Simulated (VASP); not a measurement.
Wanted: the native input for a VASP 6.6.1 run.

- Task: single point
- Functional: PBE
- Potentials or basis: VASP PAW PBE potentials, release 64 (Al, Nb_sv, N)
- Cutoff: 600 eV
- k mesh: 4 × 4 × 2
- Occupations: gaussian, width 0.15 eV
- Spin: no spin polarisation
- Dipole correction: no
- Further INCAR settings: ALGO = Normal; EDIFF = 1e-06; NBANDS = 26

The structure of NbAl2N3 lies in POSCAR:

```
NbAl2N3
1.0
    3.4518392399      0.0000000000      0.0000000000
   -1.7259196199      2.9893804715      0.0000000000
    0.0000000000      0.0000000000      7.3092227177
Al Nb N
2 1 3
Direct
    0.3333333333      0.6666666667      0.8300418890
    0.3333333333      0.6666666667      0.1699581110
    0.6666666667      0.3333333333      0.5000000000
    0.6666666667      0.3333333333      0.0000000000
    0.0000000000      0.0000000000      0.5000000000
    0.0000000000      0.0000000000      0.0000000000
```

These files were run (other wordings do the same):

INCAR

```
SYSTEM = NbAl2N3
  PREC = Accurate
  ENCUT = 600
  EDIFF = 1E-6
  ISMEAR = 0
  SIGMA = 0.15
  LREAL = .False.
  LASPH = .True.
  NELM = 120
  ALGO = Normal
  ISIF = 2
  LWAVE = .False.
  LCHARG = .False.
  GGA = PE
  NBANDS = 26
  GGA_COMPAT = .False.
```

KPOINTS

```
Automatic mesh
0
Gamma
  4 4 2
  0 0 0
```

Potentials or basis: VASP PAW PBE potentials, release 64 (Al, Nb_sv, N).

The run is started by

```console
$ cat potpaw_PBE.64/Al/POTCAR potpaw_PBE.64/Nb_sv/POTCAR potpaw_PBE.64/N/POTCAR > POTCAR
$ mpirun -np 1 vasp_std > vasp.out
```

It gave:

- Pressure: -0.2 GPa
- Largest force: 0.035 eV/Å
- Band gap on the k mesh: zero (band 17 reaches 8.34 eV, above the bottom of band 18 at 7.72 eV)

Caveat: the k points lie up to 0.53 Å⁻¹ apart.

It took 12 s on 1 thread of Intel(R) Xeon(R) 6975P-C (Granite Rapids), with other jobs on the host, peak memory 0.2 GiB.
